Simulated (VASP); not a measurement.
Set up this calculation in VASP 6.6.1, as the native input.

* Task: single point
* Functional: PBE
* Potentials or basis: VASP PAW PBE potentials, release 64 (Al, Si)
* Cutoff: 520 eV
* k mesh: 16 × 16 × 8
* Occupations: gaussian, width 0.1 eV
* Spin: no spin polarisation
* Dipole correction: no
* Further INCAR settings: ALGO = Fast; EDIFF = 1e-06; NBANDS = 12

The structure of Al2Si lies in POSCAR:

```
Al2Si
1.0
    2.8477760589      0.0000000000      0.0000000000
    0.0000000000      2.8477760589      0.0000000000
    0.0000000000      0.0000000000      6.3931319280
Al Si
2 1
Direct
    0.5000000000      0.5000000000      0.2911511757
    0.5000000000      0.5000000000      0.7088488243
    0.0000000000      0.0000000000      0.0000000000
```

The input as run:

INCAR

```
  ALGO = Fast
  EDIFF = 1E-6
  ENCUT = 520
  GGA = PE
  ISIF = 2
  ISMEAR = 0
  LASPH = T
  LCHARG = F
  LREAL = F
  LWAVE = F
  NBANDS = 12
  NELM = 60
  PREC = Accurate
  SIGMA = 0.1
```

KPOINTS

```
k-points
0
Gamma
  16 16 8
```

Potentials or basis: VASP PAW PBE potentials, release 64 (Al, Si).

Command:

```console
$ cat potpaw_PBE.64/Al/POTCAR potpaw_PBE.64/Si/POTCAR > POTCAR
$ mpirun -np 1 vasp_std > vasp.out
```

It gave:

The pressure is 0.0 GPa. The band gap on the k mesh is zero (band 5 reaches 11.45 eV, above the bottom of band 6 at 5.65 eV).

It took 38 s on 1 thread of Intel(R) Xeon(R) 6975P-C (Granite Rapids) (shared host), peak memory 0.25 GiB.
